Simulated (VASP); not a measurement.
Write the native input for VASP 6.6.1 that does the following.

```yaml
Task: electric field gradients
Functional: PBE
Potentials_or_basis: VASP PAW PBE potentials, release 64 (Ba_sv, Te)
Cutoff: 520 eV
k_mesh: 10 × 10 × 10
Occupations: fermi-dirac, width 0.05 eV
Spin: no spin polarisation
Dipole_correction: no
Further_INCAR_settings: ALGO = Normal; EDIFF = 1e-08; NBANDS = 15
```

The structure of BaTe lies in POSCAR:

```
BaTe
1.0
    0.0000000000      3.4659115767      3.4659115767
    3.4659115767      0.0000000000      3.4659115767
    3.4659115767      3.4659115767      0.0000000000
Ba Te
1 1
Direct
    0.0000000000      0.0000000000      0.0000000000
    0.5000000000      0.5000000000      0.5000000000
```

This cell differs from its parent crystal: volume scaled by 1.05.

One way to write it, as run:

INCAR

```
ALGO = Normal
EDIFF = 1E-8
ENCUT = 520
GGA = PE
ISIF = 2
ISMEAR = -1
LASPH = T
LCHARG = F
LEFG = T
LREAL = F
LWAVE = F
NBANDS = 15
NELM = 80
PREC = Accurate
SIGMA = 0.05
```

KPOINTS

```
k-points
0
Gamma
  10 10 10
```

Potentials or basis: VASP PAW PBE potentials, release 64 (Ba_sv, Te).

The run is started by

```bash
$ cat potpaw_PBE.64/Ba_sv/POTCAR potpaw_PBE.64/Te/POTCAR > POTCAR
$ mpirun -np 1 vasp_std > vasp.out
```

It gave:

```yaml
Pressure: 2.2 GPa
Band_gap_on_the_k_mesh: 1.45 eV, indirect (least direct gap 1.84 eV)
```

Caveat: without QUAD_EFG the Cq values of the log hold for a quadrupole moment of 1 mb, not for the nuclei; spin-orbit coupling is left out, which moves the levels of the heavy elements.

Run time: 40 s on 1 thread of AMD EPYC 9R45 96-Core Processor (Zen 5), on a shared host, peak memory 0.21 GiB.
